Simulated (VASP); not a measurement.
SnSe, 4 atoms in the cell. The cell holds a slab with vacuum, 4 atoms: a = 4.286 Å, b = 4.286 Å, c = 10.992 Å, α = 88.85°, β = 88.85°, γ = 88.85°. 

| Item | Value |
| --- | --- |
| Program | VASP 6.6.1 |
| Task | single point |
| Functional | LDA |
| Potentials or basis | VASP PAW LDA potentials, release 64 (Sn_d, Se) |
| Cutoff | 520 eV |
| k mesh | 6 × 6 × 2 |
| Occupations | gaussian, width 0.02 eV |
| Spin | no spin polarisation |
| Dipole correction | no |
| Further INCAR settings | ALGO = Normal; EDIFF = 1e-07; NBANDS = 28 |

Potentials or basis: VASP PAW LDA potentials, release 64 (Sn_d, Se).

The run is started by

```console
$ cat potpaw_LDA.64/Sn_d/POTCAR potpaw_LDA.64/Se/POTCAR > POTCAR
$ mpirun -np 1 vasp_std > vasp.out
```

Hardware: 1 thread of AMD EPYC 9R45 96-Core Processor (Zen 5) (shared host).

**Question.** How long does it take, and how much memory?

**Answer.** Wall time 91 s on 1 thread of AMD EPYC 9R45 96-Core Processor (Zen 5) (shared host), peak memory 0.27 GiB. Counts: scf iterations 17, k points 26.
